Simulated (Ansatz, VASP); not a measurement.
## Two plane-wave programs on Sn

The input INCAR:

```
PREC = Accurate ; ENCUT = 520
EDIFF = 1E-7 ; ISMEAR = 0
SIGMA = 0.1 ; LREAL = False
LASPH = True ; NELM = 60
ALGO = Normal ; ISIF = 2
LWAVE = False ; LCHARG = False
GGA = PE ; NBANDS = 21
```

KPOINTS

```
Automatic mesh
0
Gamma
  6 6 6
```

Contents of POSCAR:

```
Sn
1.0
   -2.6798607513      2.6798607513      1.5005122109
    2.6798607513     -2.6798607513      1.5005122109
    2.6798607513      2.6798607513     -1.5005122109
Sn
2
Direct
    0.2500000000      0.7500000000      0.5000000000
    0.5000000000      0.5000000000      0.0000000000
```

Input for Ansatz:

```yaml
crystal:
  lattice:
    - [-2.6798607513, 2.6798607513, 1.5005122109]
    - [2.6798607513, -2.6798607513, 1.5005122109]
    - [2.6798607513, 2.6798607513, -1.5005122109]
  atoms:
    - { symbol: Sn, position: [0.25, 0.75, 0.5] }
    - { symbol: Sn, position: [0.5, 0.5, 0.0] }
basis:
  ecutwfc: 420
kpoints:
  mp_grid: { grid: [6, 6, 6] }
hamiltonian:
  xc: pbe
scf:
  occupations: { method: gaussian, width: 0.1 }
output:
  forces: true
  stress: true
  eigenvalues: true
```

Alike in both runs: task single point; functional PBE; k mesh 6 × 6 × 6; occupations gaussian, width 0.1 eV; no spin polarisation.

|  | VASP | Ansatz |
| --- | --- | --- |
| version | VASP 6.6.1 | Ansatz 0.2.0 |
| potentials or method | VASP PAW PBE potentials, release 64 (Sn_d), cutoff 520 eV | scalar-relativistic, plane waves, PAW |
| valence electrons in the cell | 28 | 28 |

|  | VASP | Ansatz | Ansatz less VASP |
| --- | --- | --- | --- |
| gap on the k mesh at the Fermi level (eV) | none | none | - |
| pressure (GPa) | 26.4 | 26.5 | +0.11 |
| traceless stress, the component that is largest in VASP (GPa) | -8.85 | -8.87 | -0.017 |

A gap of «none» marks a metal or a gap that the smearing closes. The functional is the same, so the differences come from potentials, cutoffs and numerics.

The k mesh is coarse, so the values compare programs but aren't converged.
